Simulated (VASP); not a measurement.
Wanted: the native input for a VASP 6.6.1 run.

| Quantity | Value |
| --- | --- |
| Task | single point |
| Functional | LDA |
| Potentials or basis | VASP PAW LDA potentials, release 64 (Y_sv, Rh_pv) |
| Cutoff | 520 eV |
| k mesh | 5 × 5 × 5 |
| Occupations | methfessel-paxton, width 0.05 eV |
| Spin | no spin polarisation |
| Dipole correction | no |
| Further INCAR settings | ALGO = Normal; EDIFF = 1e-06; NBANDS = 52 |

The structure of YRh5 lies in POSCAR:

```
YRh5
1.0
    5.1410000000      0.0000000000      0.0000000000
   -2.5705000000      4.4522370000      0.0000000000
    0.0000000000      0.0000000000      4.2940000000
Y Rh
1 5
Direct
    0.0000000000      0.0000000000      0.0000000000
    0.3333330000      0.6666670000      0.0000000000
    0.6666670000      0.3333330000      0.0000000000
    0.5000000000      0.0000000000      0.5000000000
    0.5000000000      0.5000000000      0.5000000000
    0.0000000000      0.5000000000      0.5000000000
```

The input as run:

INCAR

```
PREC = Accurate
ENCUT = 520
EDIFF = 1E-6
ISMEAR = 1
SIGMA = 0.05
LREAL = F
LASPH = T
NELM = 80
ALGO = Normal
ISIF = 2
LWAVE = F
LCHARG = T
LELF = T
LVHAR = T
NBANDS = 52
```

KPOINTS

```
regular mesh
0
Gamma
  5 5 5
```

Potentials or basis: VASP PAW LDA potentials, release 64 (Y_sv, Rh_pv).

Run with:

```bash
$ cat potpaw_LDA.64/Y_sv/POTCAR potpaw_LDA.64/Rh_pv/POTCAR > POTCAR
$ mpirun -np 1 vasp_std > vasp.out
```

Results of the run:

```yaml
Pressure: -5.3 GPa
Band_gap_on_the_k_mesh: zero (bands 43 and 44 overlap by 1.64 eV)
```

Caveat: the cell stands under tension.

It took 100 s on 1 thread of Intel(R) Xeon(R) Platinum 8259CL CPU @ 2.50GHz (Skylake/Cascade Lake), on a shared host, peak memory 0.22 GiB.
